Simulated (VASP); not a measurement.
# Si (P6_3/mmc) in VASP: notebook

Aim: see how the results for Si move with the level of theory and the settings. Levels: PBE, r2SCAN. Tasks: single point.

Everything below comes from runs of VASP 6.6.1. Logs are shortened: lines on timing, memory, paths and dates and some standing lists are left out, and cuts for length are marked.

## 1. The cell of the first run

It takes space group P6_3/mmc (No. 194, hexagonal). The conventional cell has a = 3.890 Å, b = 3.890 Å, c = 6.428 Å, α = 90.00°, β = 90.00°, γ = 120.00°. Si (site symmetry 3m) has 4 Si at 2.39 to 2.40 Å within 3.2 Å.

This isn't the form of Si at room conditions, which is diamond.

## 2. Single point, PBE (21.05 Å³/atom)

INCAR

```
SYSTEM = Si
PREC = Accurate
ENCUT = 520
EDIFF = 1E-6
ISMEAR = 0
SIGMA = 0.01
LREAL = .FALSE.
LASPH = .TRUE.
NELM = 60
ALGO = Normal
ISIF = 2
LWAVE = .FALSE.
LCHARG = .TRUE.
GGA = PE
LELF = .TRUE.
LVHAR = .TRUE.
NBANDS = 16
```

KPOINTS

```
regular mesh
0
G
  6 6 4
  0 0 0
```

POSCAR

```
Si
1.0
    3.8897104201      0.0000000000      0.0000000000
   -1.9448552101      3.3685880371      0.0000000000
    0.0000000000      0.0000000000      6.4275977929
Si
4
Direct
    0.3333333333      0.6666666667      0.0004225454
    0.6666666667      0.3333333333      0.5004225454
    0.3333333333      0.6666666667      0.3745774546
    0.6666666667      0.3333333333      0.8745774546
```

Potentials or basis: VASP PAW PBE potentials, release 64 (Si).

Run with:

```console
$ cat potpaw_PBE.64/Si/POTCAR > POTCAR
$ mpirun -np 1 vasp_std > vasp.out
```

OUTCAR:

```text
SYSTEM = Si
   PREC = Accurate
   ENCUT = 520
   EDIFF = 1E-6
   ISMEAR = 0
   LREAL = .FALSE.
   LASPH = .TRUE.
   NELM = 60
   ISIF = 2
   GGA = PE

 ion  position               nearest neighbor table
   1  0.333  0.667  0.000-   4 2.39   4 2.39   4 2.39   3 2.40
   2  0.667  0.333  0.500-   3 2.39   3 2.39   3 2.39   4 2.40
   3  0.333  0.667  0.375-   2 2.39   2 2.39   2 2.39   1 2.40
   4  0.667  0.333  0.875-   1 2.39   1 2.39   1 2.39   2 2.40

  LATTYP: Found a hexagonal cell.
 ALAT       =     3.8897104201
 C/A-ratio  =     1.6524617770

  Lattice vectors:

 A1 = (   3.8897104201,   0.0000000000,   0.0000000000)
 A2 = (  -1.9448552101,   3.3685880371,   0.0000000000)
 A3 = (   0.0000000000,   0.0000000000,   6.4275977929)

Analysis of symmetry for initial positions (statically):
=====================================================================
 Subroutine PRICEL returns:
 Original cell was already a primitive cell.

 Routine SETGRP: Setting up the symmetry group for a
 hexagonal supercell.

 Subroutine GETGRP returns: Found 24 space group operations
 (whereof  6 operations were pure point group operations)
 out of a pool of 24 trial point group operations.

The static configuration has the point symmetry C_3v.
 The point group associated with its full space group is D_6h.

Analysis of symmetry for dynamics (positions and initial velocities):
=====================================================================
 Subroutine PRICEL returns:
 Original cell was already a primitive cell.

 Routine SETGRP: Setting up the symmetry group for a
 hexagonal supercell.

 Subroutine GETGRP returns: Found 24 space group operations
 (whereof  6 operations were pure point group operations)
 out of a pool of 24 trial point group operations.

The dynamic configuration has the point symmetry C_3v.
 The point group associated with its full space group is D_6h.

 Subroutine INISYM returns: Found 24 space group operations
 (whereof  6 operations are pure point group operations),
 and found     1 'primitive' translations

----------------------------------------------------------------------------------------

                                     Primitive cell

  volume of cell :      84.2197

  direct lattice vectors                    reciprocal lattice vectors
     3.889710420  0.000000000  0.000000000     0.257088547  0.148430142  0.000000000
    -1.944855210  3.368588037  0.000000000     0.000000000  0.296860284  0.000000000
     0.000000000  0.000000000  6.427597793     0.000000000  0.000000000  0.155579119
[... 88 lines left out ...]
   IBRION =     -1    ionic relax: 0-MD 1-quasi-New 2-CG
   NFREE  =      0    steps in history (QN), initial steepest desc. (CG)
   ISIF   =      2    stress and relaxation
   ISYM   =      2    0-nonsym 1-usesym 2-fastsym
   POTIM  = 0.5000    time-step for ionic-motion
   TEBEG  =    0.0;   TEEND  =   0.0 temperature during run
   PSTRESS=    0.0 pullay stress
   NELECT =      16.0000    total number of electrons
   NUPDOWN=      -1.0000    fix difference up-down
   EMIN   =  10.00;   EMAX   =-10.00  energy-range for DOS
   EFERMI =   0.00;   METHOD = LEGACY
   ISMEAR =     0;   SIGMA  =   0.01  broadening in eV -4-tet -1-fermi 0-gaus
   EFERMI_NEDOS =   21; number of points for ismear=-14 and -15
   IALGO  =     38    algorithm
   IMIX   =      4    mixing-type and parameters
     AMIX     =   0.40;   BMIX     =  1.00
     AMIX_MAG =   1.60;   BMIX_MAG =  1.00
  volume/ion in A,a.u.               =      21.05       142.09
  Fermi-wavevector in a.u.,A,eV,Ry     =   0.941117  1.778453 12.050692  0.885701
  Thomas-Fermi vector in A             =   2.068596
   LORBIT       =      0    0 simple, 1 ext, 2 COOP (PROOUT), +10 PAW based schemes
   GGA     = PE    functional components
   LHFCALC =     F    Hartree Fock is set to
   AEXX    =    0.0000 exact exchange contribution
   IVDW    =     0    specifies the selected vdW correction
   LEPSILON=     F    determine dielectric tensor
   LRPA    =     F    only Hartree local field effects (RPA)
 non-spin polarized calculation
 Gauss-broadening in eV      SIGMA  =   0.01
  energy-cutoff  :      520.00
  volume of cell :       84.22
 maximum number of plane-waves:      2286
 NGX is ok and might be reduce to    30
   NGX = 15   NGY = 15   NGZ = 23

 number of electron      16.0000002 magnetization

 Free energy of the ion-electron system (eV)
  ---------------------------------------------------
  ext. energy  EPLUGINS =         0.00000000
  ---------------------------------------------------
  free energy    TOTEN  =       -21.61036337 eV

  energy without entropy =      -21.61036337  energy(sigma->0) =      -21.61036337

 E-fermi :   5.6651     XC(G=0):  -9.2054

 val. band max:        5.5631907439   @ k =   0.0000   0.0000   0.0000
 cond. band min:       6.0737634976   @ k =   0.5000   0.0000   0.0000
 fundamental gap:      0.5105727536
 Fermi energy:         5.6651288212

 k-point     1 :       0.0000    0.0000    0.0000
  band No.  band energies     occupation
      1      -6.3005      2.00000
      2      -4.1271      2.00000
      3      -1.4149      2.00000
      4       4.1146      2.00000
      5       4.1146      2.00000
      6       5.2457      2.00000
[... 376 lines left out ...]
      3      -1.6824      2.00000
      4      -1.6824      2.00000
      5       1.3188      2.00000
      6       1.3188      2.00000
[... 8 lines left out ...]
     15      11.8482      0.00000
     16      11.8482      0.00000

------------------------ aborting loop because EDIFF is reached ----------------------------------------

  FORCE on cell =-STRESS in cart. coord.  units (eV):
  Direction    XX          YY          ZZ          XY          YZ          ZX
  --------------------------------------------------------------------------------------
  -------------------------------------------------------------------------------------
  Total       -1.2667867     -1.2667867     -1.3923639      0.0000000      0.0000000     -0.0000000
  in kB      -24.0990655    -24.0990655    -26.4880189      0.0000000      0.0000000     -0.0000000
  external PRESSURE =     -24.8953833 kB  Pullay stress =       0.0000000 kB

 VOLUME and BASIS-vectors are now :
 -----------------------------------------------------------------------------
  energy-cutoff  :      520.00
  volume of cell :       84.22
      direct lattice vectors                 reciprocal lattice vectors
     3.889710420  0.000000000  0.000000000     0.257088547  0.148430142  0.000000000
    -1.944855210  3.368588037  0.000000000     0.000000000  0.296860284  0.000000000
     0.000000000  0.000000000  6.427597793     0.000000000  0.000000000  0.155579119

 POSITION                                       TOTAL-FORCE (eV/Angst)
 -----------------------------------------------------------------------------------
     -0.00000      2.24573      0.00272        -0.000000      0.000000     -0.019030
      1.94486      1.12286      3.21651         0.000000      0.000000     -0.019030
     -0.00000      2.24573      2.40763        -0.000000      0.000000      0.019030
      1.94486      1.12286      5.62143         0.000000     -0.000000      0.019030
 -----------------------------------------------------------------------------------
    total drift:                               -0.000000      0.000000     -0.000000

  FREE ENERGIE OF THE ION-ELECTRON SYSTEM (eV)
  ---------------------------------------------------
  free  energy   TOTEN  =       -21.6103633656 eV

  energy  without entropy=      -21.6103633656  energy(sigma->0) =      -21.61036337
```

Wall time 46 s (1 thread of Intel Xeon 8259CL, shared host); peak memory 0.19 GiB.

Results:

```yaml
Free_energy: -21.6104 eV
Pressure: -2.5 GPa
Largest_force: 0.019 eV/Å
Band_gap_on_the_k_mesh: 0.51 eV (least direct gap 0.91 eV)
```

Forces in eV/Å, atoms in the order of the input:
```
Si   0.000  0.000 -0.019
Si   0.000  0.000 -0.019
Si   0.000  0.000  0.019
Si   0.000  0.000  0.019
```

Stress tensor (GPa, compression positive):
```
-2.41  0.00  0.00
 0.00 -2.41  0.00
 0.00  0.00 -2.65
```

Levels at points of the mesh, in eV from the valence-band top:
```tsv
k point	band 5	band 6	band 7	band 8	band 9	band 10	band 11	band 12
(0.00, 0.00, 0.00)	-1.45	-0.32	0.00	0.00	0.91	2.03	2.03	2.24
(0.50, 0.00, 0.00)	-4.44	-2.91	-2.81	-1.38	0.51	2.28	3.05	3.16
(0.00, 0.00, 0.50)	-0.88	-0.88	-0.88	-0.88	1.68	1.68	2.99	2.99
(0.50, 0.00, 0.50)	-2.35	-2.35	-2.31	-2.31	0.92	0.92	1.75	1.75
```

A k mesh can miss the band edges.

## 3. Single point, PBE (21.67 Å³/atom)

This run uses another cell than the first one, of 21.67 Å³/atom.

INCAR

```
SYSTEM = Si
ALGO = Normal
EDIFF = 1E-6
ENCUT = 520
GGA = PE
ISIF = 2
ISMEAR = 0
LASPH = .TRUE.
LCHARG = .TRUE.
LELF = .TRUE.
LREAL = .FALSE.
LVHAR = .TRUE.
LWAVE = .FALSE.
NBANDS = 16
NELM = 60
PREC = Accurate
SIGMA = 0.01
```

KPOINTS

```
k-points
0
G
  6 6 4
  0 0 0
```

POSCAR

```
Si
1.0
    3.9271137763      0.0000000000      0.0000000000
   -1.9635568882      3.4009802938      0.0000000000
    0.0000000000      0.0000000000      6.4894054095
Si
4
Direct
    0.3333333333      0.6666666667      0.0004225454
    0.6666666667      0.3333333333      0.5004225454
    0.3333333333      0.6666666667      0.3745774546
    0.6666666667      0.3333333333      0.8745774546
```

Potentials or basis: VASP PAW PBE potentials, release 64 (Si).

Run with:

```console
$ cat potpaw_PBE.64/Si/POTCAR > POTCAR
$ mpirun -np 1 vasp_std > vasp.out
```

OUTCAR:

```text
SYSTEM = Si
   EDIFF = 1E-6
   ENCUT = 520
   GGA = PE
   ISIF = 2
   ISMEAR = 0
   LASPH = .TRUE.
   LREAL = .FALSE.
   NELM = 60
   PREC = Accurate

 ion  position               nearest neighbor table
   1  0.333  0.667  0.000-   4 2.41   4 2.41   4 2.41   3 2.43
   2  0.667  0.333  0.500-   3 2.41   3 2.41   3 2.41   4 2.43
   3  0.333  0.667  0.375-   2 2.41   2 2.41   2 2.41   1 2.43
   4  0.667  0.333  0.875-   1 2.41   1 2.41   1 2.41   2 2.43

  LATTYP: Found a hexagonal cell.
 ALAT       =     3.9271137763
 C/A-ratio  =     1.6524617771

  Lattice vectors:

 A1 = (   3.9271137763,   0.0000000000,   0.0000000000)
 A2 = (  -1.9635568882,   3.4009802938,   0.0000000000)
 A3 = (   0.0000000000,   0.0000000000,   6.4894054095)

Analysis of symmetry for initial positions (statically):
=====================================================================
 Subroutine PRICEL returns:
 Original cell was already a primitive cell.

 Routine SETGRP: Setting up the symmetry group for a
 hexagonal supercell.

 Subroutine GETGRP returns: Found 24 space group operations
 (whereof  6 operations were pure point group operations)
 out of a pool of 24 trial point group operations.

The static configuration has the point symmetry C_3v.
 The point group associated with its full space group is D_6h.

Analysis of symmetry for dynamics (positions and initial velocities):
=====================================================================
 Subroutine PRICEL returns:
 Original cell was already a primitive cell.

 Routine SETGRP: Setting up the symmetry group for a
 hexagonal supercell.

[... 120 lines left out ...]
   ISMEAR =     0;   SIGMA  =   0.01  broadening in eV -4-tet -1-fermi 0-gaus
   EFERMI_NEDOS =   21; number of points for ismear=-14 and -15
   IALGO  =     38    algorithm
   IMIX   =      4    mixing-type and parameters
     AMIX     =   0.40;   BMIX     =  1.00
     AMIX_MAG =   1.60;   BMIX_MAG =  1.00
  volume/ion in A,a.u.               =      21.67       146.22
  Fermi-wavevector in a.u.,A,eV,Ry     =   0.932153  1.761514 11.822234  0.868910
  Thomas-Fermi vector in A             =   2.058721
   LORBIT       =      0    0 simple, 1 ext, 2 COOP (PROOUT), +10 PAW based schemes
   GGA     = PE    functional components
   LHFCALC =     F    Hartree Fock is set to
   AEXX    =    0.0000 exact exchange contribution
   IVDW    =     0    specifies the selected vdW correction
   LEPSILON=     F    determine dielectric tensor
   LRPA    =     F    only Hartree local field effects (RPA)
 non-spin polarized calculation
 Gauss-broadening in eV      SIGMA  =   0.01
  energy-cutoff  :      520.00
  volume of cell :       86.67
 maximum number of plane-waves:      2364
 NGX is ok and might be reduce to    30
   NGX = 15   NGY = 15   NGZ = 25

 number of electron      16.0000001 magnetization

 Free energy of the ion-electron system (eV)
  ---------------------------------------------------
  ext. energy  EPLUGINS =         0.00000000
  ---------------------------------------------------
  free energy    TOTEN  =       -21.55587998 eV

  energy without entropy =      -21.55587998  energy(sigma->0) =      -21.55587998

 E-fermi :   5.3357     XC(G=0):  -9.0946

 val. band max:        5.2769408927   @ k =   0.0000   0.0000   0.0000
 cond. band min:       5.8413492041   @ k =   0.5000   0.0000   0.0000
 fundamental gap:      0.5644083114
 Fermi energy:         5.3356730989

 k-point     1 :       0.0000    0.0000    0.0000
  band No.  band energies     occupation
      1      -6.3871      2.00000
      2      -4.2815      2.00000
      3      -1.5634      2.00000
      4       3.8706      2.00000
      5       3.8706      2.00000
      6       4.9750      2.00000
[... 376 lines left out ...]
      3      -1.8680      2.00000
      4      -1.8680      2.00000
      5       1.1724      2.00000
      6       1.1724      2.00000
[... 8 lines left out ...]
     15      11.5580      0.00000
     16      11.5580      0.00000

------------------------ aborting loop because EDIFF is reached ----------------------------------------

  FORCE on cell =-STRESS in cart. coord.  units (eV):
  Direction    XX          YY          ZZ          XY          YZ          ZX
  --------------------------------------------------------------------------------------
  -------------------------------------------------------------------------------------
  Total       -2.4381845     -2.4381845     -2.5701405      0.0000000     -0.0000000     -0.0000000
  in kB      -45.0707357    -45.0707357    -47.5099895      0.0000000     -0.0000000     -0.0000000
  external PRESSURE =     -45.8838203 kB  Pullay stress =       0.0000000 kB

 VOLUME and BASIS-vectors are now :
 -----------------------------------------------------------------------------
  energy-cutoff  :      520.00
  volume of cell :       86.67
      direct lattice vectors                 reciprocal lattice vectors
     3.927113776  0.000000000  0.000000000     0.254639936  0.147016436  0.000000000
    -1.963556888  3.400980294  0.000000000     0.000000000  0.294032871  0.000000000
     0.000000000  0.000000000  6.489405409     0.000000000  0.000000000  0.154097323

 POSITION                                       TOTAL-FORCE (eV/Angst)
 -----------------------------------------------------------------------------------
     -0.00000      2.26732      0.00274         0.000000     -0.000000     -0.028258
      1.96356      1.13366      3.24744        -0.000000      0.000000     -0.028258
     -0.00000      2.26732      2.43078         0.000000      0.000000      0.028258
      1.96356      1.13366      5.67549        -0.000000      0.000000      0.028258
 -----------------------------------------------------------------------------------
    total drift:                               -0.000000      0.000000     -0.000000

  FREE ENERGIE OF THE ION-ELECTRON SYSTEM (eV)
  ---------------------------------------------------
  free  energy   TOTEN  =       -21.5558799774 eV

  energy  without entropy=      -21.5558799774  energy(sigma->0) =      -21.55587998
```

OSZICAR:

```text
N       E                     dE             d eps       ncg     rms          rms(c)
DAV:   1     0.261329043698E+02    0.26133E+02   -0.59298E+03   672   0.814E+02
DAV:   2    -0.199072070133E+02   -0.46040E+02   -0.41978E+02   888   0.121E+02
DAV:   3    -0.218178846784E+02   -0.19107E+01   -0.18964E+01   984   0.228E+01
DAV:   4    -0.218405406611E+02   -0.22656E-01   -0.22653E-01   784   0.318E+00
DAV:   5    -0.218409626583E+02   -0.42200E-03   -0.42198E-03   976   0.415E-01    0.624E+00
DAV:   6    -0.216474705097E+02    0.19349E+00   -0.74872E-02   736   0.128E+00    0.378E+00
DAV:   7    -0.215523906611E+02    0.95080E-01   -0.16816E-01   832   0.201E+00    0.208E-01
DAV:   8    -0.215552112527E+02   -0.28206E-02   -0.12090E-02   784   0.540E-01    0.104E-01
DAV:   9    -0.215557465084E+02   -0.53526E-03   -0.65957E-04   904   0.144E-01    0.786E-02
DAV:  10    -0.215558765465E+02   -0.13004E-03   -0.15348E-04   760   0.611E-02    0.113E-02
DAV:  11    -0.215558779140E+02   -0.13675E-05   -0.30649E-06   928   0.993E-03    0.669E-03
DAV:  12    -0.215558801484E+02   -0.22344E-05   -0.26779E-06   744   0.845E-03    0.735E-04
DAV:  13    -0.215558799774E+02    0.17100E-06   -0.11012E-07   496   0.176E-03
   1 F= -.21555880E+02 E0= -.21555880E+02  d E =-.818873E-19
```

stdout:

```text
POSCAR found type information on POSCAR Si
 POSCAR found :  1 types and       4 ions
 scaLAPACK will be used
 LDA part: xc-table for (Slater+PW92), standard interpolation
 POSCAR, INCAR and KPOINTS ok, starting setup
 FFT: planning ... GRIDC
 FFT: planning ... GRID_SOFT
 FFT: planning ... GRID
 WAVECAR not read
 entering main loop
```

It took 46 s on 1 thread of Intel Xeon 8259CL, shared host; peak memory 0.19 GiB.

Results:

- Free energy: -21.5559 eV
- Pressure: -4.6 GPa
- Largest force: 0.028 eV/Å
- Band gap on the k mesh: 0.56 eV (least direct gap 0.84 eV)

Forces in eV/Å, atoms in the order of the input:
```
Si   0.000  0.000 -0.028
Si   0.000  0.000 -0.028
Si   0.000  0.000  0.028
Si   0.000  0.000  0.028
```

Caveat: the cell stands under tension.

(Part 1 of 2 ends here.)
